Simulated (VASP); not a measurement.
# AlNi (Pm-3m) in VASP: further runs, part 2 of 4

VASP 6.6.1.

## Step 3: Electric field gradients, PBEsol, collinear spin, ferromagnetic start (volume scaled by 0.9405)

The input, INCAR:

```
SYSTEM = AlNi
PREC     = Accurate       ! precision mode
ENCUT    = 520            ! plane-wave cutoff, eV
EDIFF    = 1E-8           ! SCF threshold, eV
ISMEAR   = -1             ! smearing method
SIGMA    = 0.05           ! smearing width, eV
LREAL    = .False.        ! projectors in reciprocal space
LASPH    = .True.         ! aspherical terms in the spheres
NELM     = 150            ! most SCF steps
ALGO     = Normal         ! electronic algorithm
ISIF     = 2              ! what is computed and relaxed
LWAVE    = .False.        ! write WAVECAR
LCHARG   = .False.        ! write CHGCAR
ISPIN    = 2              ! spin polarisation
MAGMOM   = 0 1.5          ! initial moments
LORBIT   = 11             ! projections on sites
LMAXMIX  = 4              ! l up to which the mixer works
GGA      = PS             ! functional
LEFG     = .True.       
NBANDS   = 18             ! bands
```

The input, KPOINTS:

```
Automatic mesh
0
Gamma
  13 13 13
  0 0 0
```

The input, POSCAR:

```
AlNi
1.0
    2.8226878784      0.0000000000      0.0000000000
    0.0000000000      2.8226878784      0.0000000000
    0.0000000000      0.0000000000      2.8226878784
Al Ni
1 1
Direct
    0.0000000000      0.0000000000      0.0000000000
    0.5000000000      0.5000000000      0.5000000000
```

Potentials or basis: VASP PAW PBE potentials, release 64 (Al, Ni).

The run is started by

```console
$ cat potpaw_PBE.64/Al/POTCAR potpaw_PBE.64/Ni/POTCAR > POTCAR
$ mpirun -np 1 vasp_std > vasp.out
```

OUTCAR:

```text
SYSTEM = AlNi
   PREC = Accurate
   ENCUT = 520
   EDIFF = 1E-8
   ISMEAR = -1
   LREAL = .False.
   LASPH = .True.
   NELM = 150
   ISIF = 2
   ISPIN = 2
   LORBIT = 11
   GGA = PS

 ion  position               nearest neighbor table
   1  0.000  0.000  0.000-   2 2.44   2 2.44   2 2.44   2 2.44   2 2.44   2 2.44   2 2.44   2 2.44

   2  0.500  0.500  0.500-   1 2.44   1 2.44   1 2.44   1 2.44   1 2.44   1 2.44   1 2.44   1 2.44

  LATTYP: Found a simple cubic cell.
 ALAT       =     2.8226878784

  Lattice vectors:

 A1 = (   2.8226878784,   0.0000000000,   0.0000000000)
 A2 = (   0.0000000000,   2.8226878784,   0.0000000000)
 A3 = (   0.0000000000,   0.0000000000,   2.8226878784)

Analysis of symmetry for initial positions (statically):
=====================================================================
 Subroutine PRICEL returns:
 Original cell was already a primitive cell.

 Routine SETGRP: Setting up the symmetry group for a
 simple cubic supercell.

 Subroutine GETGRP returns: Found 48 space group operations
 (whereof 48 operations were pure point group operations)
 out of a pool of 48 trial point group operations.

The static configuration has the point symmetry O_h .

Analysis of symmetry for dynamics (positions and initial velocities):
=====================================================================
 Subroutine PRICEL returns:
 Original cell was already a primitive cell.

 Routine SETGRP: Setting up the symmetry group for a
 simple cubic supercell.

 Subroutine GETGRP returns: Found 48 space group operations
 (whereof 48 operations were pure point group operations)
 out of a pool of 48 trial point group operations.

The dynamic configuration has the point symmetry O_h .

Analysis of structural, dynamic, and magnetic symmetry:
=====================================================================
 Subroutine PRICEL returns:
 Original cell was already a primitive cell.

 Routine SETGRP: Setting up the symmetry group for a
 simple cubic supercell.

 Subroutine GETGRP returns: Found 48 space group operations
 (whereof 48 operations were pure point group operations)
 out of a pool of 48 trial point group operations.

The overall configuration has the point symmetry O_h .

 Subroutine INISYM returns: Found 48 space group operations
 (whereof 48 operations are pure point group operations),
 and found     1 'primitive' translations

----------------------------------------------------------------------------------------

                                     Primitive cell

  volume of cell :      22.4900

  direct lattice vectors                    reciprocal lattice vectors
     2.822687878  0.000000000  0.000000000     0.354272255  0.000000000  0.000000000
     0.000000000  2.822687878  0.000000000     0.000000000  0.354272255  0.000000000
     0.000000000  0.000000000  2.822687878     0.000000000  0.000000000  0.354272255

  length of vectors
     2.822687878  2.822687878  2.822687878     0.354272255  0.354272255  0.354272255
[... 105 lines left out ...]
   LORBIT       =     11    0 simple, 1 ext, 2 COOP (PROOUT), +10 PAW based schemes
   GGA     = PS    functional components
   LHFCALC =     F    Hartree Fock is set to
   AEXX    =    0.0000 exact exchange contribution
   IVDW    =     0    specifies the selected vdW correction
   LEPSILON=     F    determine dielectric tensor
   LRPA    =     F    only Hartree local field effects (RPA)
 spin polarized calculation
  energy-cutoff  :      520.00
  volume of cell :       22.49
 maximum number of plane-waves:       624
 NGX is ok and might be reduce to    24
   NGX = 11   NGY = 11   NGZ = 11

 number of electron      12.9999990 magnetization      -0.0000076

 number of electron      12.9999990 magnetization       0.0000012

 Free energy of the ion-electron system (eV)
  ---------------------------------------------------
  ext. energy  EPLUGINS =         0.00000000
  ---------------------------------------------------
  free energy    TOTEN  =       -11.57017115 eV

  energy without entropy =      -11.56592114  energy(sigma->0) =      -11.56804614

 E-fermi :  10.7142     XC(G=0): -12.4671

 val. band max:       10.6719677781   @ k =   0.3846   0.2308   0.1538
 cond. band min:      10.7757128688   @ k =   0.3846   0.3077   0.1538
 fundamental gap:      0.1037450907
 Fermi energy:        10.7142412954

 spin component 1

 k-point     1 :       0.0000    0.0000    0.0000
  band No.  band energies     occupation
      1      -0.8599      1.00000
      2       7.1856      1.00000
      3       7.1856      1.00000
      4       9.0573      1.00000
      5       9.0573      1.00000
      6       9.0573      1.00000
[... 493 lines left out ...]
     17      33.5293      0.00000
     18      36.6414      0.00000

 [... further k-points ...]

 spin component 2

 k-point     1 :       0.0000    0.0000    0.0000
  band No.  band energies     occupation
      1      -0.8599      1.00000
      2       7.1856      1.00000
      3       7.1856      1.00000
      4       9.0573      1.00000
      5       9.0573      1.00000
      6       9.0573      1.00000
[... 493 lines left out ...]
     17      33.5293      0.00000
     18      36.6414      0.00000

 [... further k-points ...]
[... 5 lines left out ...]
  --------------------------------------------------------------------------------------
  -------------------------------------------------------------------------------------
  Total        1.1190781      1.1190781      1.1190781      0.0000000      0.0000000     -0.0000000
  in kB       79.7227747     79.7227747     79.7227747      0.0000000      0.0000000     -0.0000000
  external PRESSURE =      79.7227747 kB  Pullay stress =       0.0000000 kB

 VOLUME and BASIS-vectors are now :
 -----------------------------------------------------------------------------
  energy-cutoff  :      520.00
  volume of cell :       22.49
      direct lattice vectors                 reciprocal lattice vectors
     2.822687878  0.000000000  0.000000000     0.354272255  0.000000000  0.000000000
     0.000000000  2.822687878  0.000000000     0.000000000  0.354272255  0.000000000
     0.000000000  0.000000000  2.822687878     0.000000000  0.000000000  0.354272255

 POSITION                                       TOTAL-FORCE (eV/Angst)
 -----------------------------------------------------------------------------------
      0.00000      0.00000      0.00000         0.000000      0.000000      0.000000
      1.41134      1.41134      1.41134         0.000000      0.000000      0.000000
 -----------------------------------------------------------------------------------
    total drift:                                0.000000      0.000000     -0.000000

  FREE ENERGIE OF THE ION-ELECTRON SYSTEM (eV)
  ---------------------------------------------------
  free  energy   TOTEN  =       -11.5701711451 eV

  energy  without entropy=      -11.5659211397  energy(sigma->0) =      -11.56804614

 Electric field gradients (V/A^2)
---------------------------------------------------------------------
 ion       V_xx      V_yy      V_zz      V_xy      V_xz      V_yz
---------------------------------------------------------------------
   1      -0.000    -0.000    -0.000     0.000    -0.000     0.000
   2      -0.000    -0.000     0.000    -0.000    -0.000     0.000
---------------------------------------------------------------------

 Electric field gradients after diagonalization (V/A^2)
 (convention: |V_zz| > |V_xx| > |V_yy|)
----------------------------------------------------------------------
 ion       V_xx      V_yy      V_zz     asymmetry (V_yy - V_xx)/ V_zz
----------------------------------------------------------------------
   1      -0.000    -0.000    -0.000      -0.036
   2      -0.000    -0.000     0.000       0.217
----------------------------------------------------------------------

           NMR quadrupolar parameters

 Cq : quadrupolar parameter    Cq=e*Q*V_zz/h
 eta: asymmetry parameters     (V_yy - V_xx)/ V_zz
 Q  : nuclear electric quadrupole moment in mb (millibarn)
----------------------------------------------------------------------
 ion       Cq(MHz)       eta       Q (mb)
----------------------------------------------------------------------
   1      -0.000      -0.036       1.000
   2       0.000       0.217       1.000
----------------------------------------------------------------------

 total charge

# of ion       s       p       d       tot
------------------------------------------
    1        0.389   0.441   0.000   0.830
    2        0.506   0.576   8.510   9.591
--------------------------------------------------
tot          0.895   1.016   8.510  10.421

 magnetization (x)

# of ion       s       p       d       tot
------------------------------------------
    1        0.000   0.000   0.000   0.000
    2       -0.000   0.000   0.000   0.000
--------------------------------------------------
tot         -0.000   0.000   0.000   0.000
```

Run time: 40 s. Hardware: 1 thread of Intel Xeon Platinum 8488C (Sapphire Rapids), shared host; peak memory 0.18 GiB.

Results:

| Item | Value |
| --- | --- |
| Free energy | -11.5702 eV |
| Pressure | 8.0 GPa |
| Net moment | 0.00 μB per cell |
| Valence electrons inside the program's atomic spheres | Al 0.83; Ni 9.59 |

Caveat: the starting moments collapsed, and a magnetic state may lie lower; without QUAD_EFG the Cq values of the log hold for a quadrupole moment of 1 mb, not for the nuclei; the PAW data sets were made with another functional, which shifts forces and pressure a little.

(Part 2 of 4 ends here.)
